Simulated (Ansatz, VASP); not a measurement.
One calculation of Mn3Si, two programs

File INCAR:

```
PREC     = Accurate       # precision mode
ENCUT    = 520            # plane-wave cutoff, eV
EDIFF    = 1E-7           # SCF threshold, eV
ISMEAR   = -1             # smearing method
SIGMA    = 0.05           # smearing width, eV
LREAL    = F              # projectors in reciprocal space
LASPH    = T              # aspherical terms in the spheres
NELM     = 150            # most SCF steps
ALGO     = Normal         # electronic algorithm
ISIF     = 2              # what is computed and relaxed
LWAVE    = F              # write WAVECAR
LCHARG   = F              # write CHGCAR
ISPIN    = 2              # spin polarisation
MAGMOM   = 4 4 4 0        # initial moments
LORBIT   = 11             # projections on sites
LMAXMIX  = 4              # l up to which the mixer works
NBANDS   = 34             # bands
```

File KPOINTS:

```
Automatic mesh
0
Gamma
  10 10 10
```

Contents of POSCAR:

```
Mn3Si
1.0
    0.0000000000      2.5877864294      2.5877864294
    2.5877864294      0.0000000000      2.5877864294
    2.5877864294      2.5877864294      0.0000000000
Mn Si
3 1
Direct
    0.5000000000      0.5000000000      0.5000000000
    0.2500000000      0.2500000000      0.2500000000
    0.7500000000      0.7500000000      0.7500000000
    0.0000000000      0.0000000000      0.0000000000
```

Input for Ansatz:

```yaml
crystal:
  lattice:
    - [0.0, 2.5877864294, 2.5877864294]
    - [2.5877864294, 0.0, 2.5877864294]
    - [2.5877864294, 2.5877864294, 0.0]
  atoms:
    - { symbol: Mn, position: [0.5, 0.5, 0.5], spin: 4.0 }
    - { symbol: Mn, position: [0.25, 0.25, 0.25], spin: 4.0 }
    - { symbol: Mn, position: [0.75, 0.75, 0.75], spin: 4.0 }
    - { symbol: Si, position: [0.0, 0.0, 0.0] }
magnetization:
  spin_polarized: true
kpoints:
  mp_grid: { grid: [10, 10, 10] }
scf:
  occupations: { method: fermi_dirac, width: 0.05 }
hamiltonian:
  xc: lda
  pseudopotentials: { kind: paw }
output:
  forces: true
  stress: true
  eigenvalues: true
  populations: true
```

Change from the starting cell: volume scaled by 0.74, PAW files.

Alike in both runs: task single point; functional LDA; k mesh 10 × 10 × 10; occupations fermi-dirac, width 0.05 eV; collinear spin.

|  | VASP | Ansatz |
| --- | --- | --- |
| version | VASP 6.6.1 | Ansatz 0.2.0 |
| potentials or method | VASP PAW LDA potentials, release 64 (Mn_pv, Si) | PAW with Ansatz's default frozen-core files, scalar-relativistic |
| plane-wave cutoff (eV) | 520 | 420 |
| valence electrons in the cell | 43 | 49 |

|  | VASP | Ansatz | Ansatz less VASP |
| --- | --- | --- | --- |
| pressure (GPa) | 72.7 | 72.9 | +0.25 |
| net moment per atom (μB) | 0.06 | 0.25 | +0.192 |
| size of the moment on the site where the two differ most (μB) | 0.19 | 0.82 | +0.628 |

The net moments are unlike, so the other rows may belong to different states. LDA's correlation is that of Perdew and Zunger in VASP and of Perdew and Wang (1992) in Ansatz. Site moments also hang on the region over which each program counts them. Both programs put the cell under a high pressure, so it lies far from rest at this level. VASP's potentials hold 43 valence electrons a cell and Ansatz's 49, so a difference there can come from the potentials and not from the codes. Ansatz's warnings: seeded moment not kept.

Noted on VASP's run: the cell as given lies far from equilibrium.
